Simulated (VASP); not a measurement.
Ga: single point with PBE

Ga:

```
Ga
1.0
     0.00000    2.94060    2.94060
     2.94060    0.00000    2.94060
     2.94060    2.94060    0.00000
Ga
2
Direct
  0.12500 0.12500 0.12500
  0.87500 0.87500 0.87500
```

This isn't the form of Ga at room conditions, which is orthorhombic.

```
Program                : VASP 6.6.1
Task                   : single point
Functional             : PBE
Potentials or basis    : VASP PAW PBE potentials, release 64 (Ga_d)
Cutoff                 : 520 eV
k mesh                 : 9 × 9 × 9
Occupations            : fermi-dirac, width 0.1 eV
Spin                   : no spin polarisation
Dipole correction      : no
Further INCAR settings : ALGO = Normal; EDIFF = 1e-06; NBANDS = 20
```

| Property | Result |
| --- | --- |
| Pressure | 0.2 GPa |
| Band gap on the k mesh | zero (bands 13 and 14 overlap by 3.71 eV) |

Levels at points of the mesh, in eV from the Fermi level:
| k point | band 9 | band 10 | band 11 | band 12 | band 13 | band 14 | band 15 | band 16 | band 17 | band 18 |
| --- | --- | --- | --- | --- | --- | --- | --- | --- | --- | --- |
| (0.00, 0.00, 0.00) | -14.39 | -14.39 | -9.32 | 2.71 | 2.71 | 2.71 | 3.35 | 4.75 | 4.75 | 4.75 |

Run time: 12 s on 1 thread of Intel(R) Xeon(R) 6975P-C (Granite Rapids), on a shared host, peak memory 0.18 GiB.
